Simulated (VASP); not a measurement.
Here is a VASP 6.6.1 calculation.

File INCAR:

```
PREC = Accurate
ENCUT = 520
EDIFF = 1E-8
ISMEAR = -1
SIGMA = 0.15
LREAL = False
LASPH = True
NELM = 100
ALGO = Normal
ISIF = 2
LWAVE = False
LCHARG = False
GGA = CA
IBRION = 8
NSW = 1
```

KPOINTS

```
Automatic mesh
0
Gamma
  12 12 12
```

The input POSCAR:

```
PbSe
1.0
    3.5817000000      0.0000000000      0.0000000000
    0.0000000000      3.5817000000      0.0000000000
    0.0000000000      0.0000000000      3.5817000000
Pb Se
1 1
Direct
    0.0000000000      0.0000000000      0.0000000000
    0.5000000000      0.5000000000      0.5000000000
```

Potentials or basis: VASP PAW LDA potentials, release 64 (Pb_d, Se).

Command:

```sh
$ cat potpaw_LDA.64/Pb_d/POTCAR potpaw_LDA.64/Se/POTCAR > POTCAR
$ mpirun -np 1 vasp_std > vasp.out
```

What does it give for the highest phonon frequency at Γ, LO-TO splitting left out?

49 cm⁻¹.

Phonon frequencies in cm⁻¹ (negative: imaginary):
| q point | frequencies |
| --- | --- |
| (0.000, 0.000, 0.000) | 0 0 0 49 49 49 |

Caveat: the cell stands under pressure or tension, which shifts response properties.
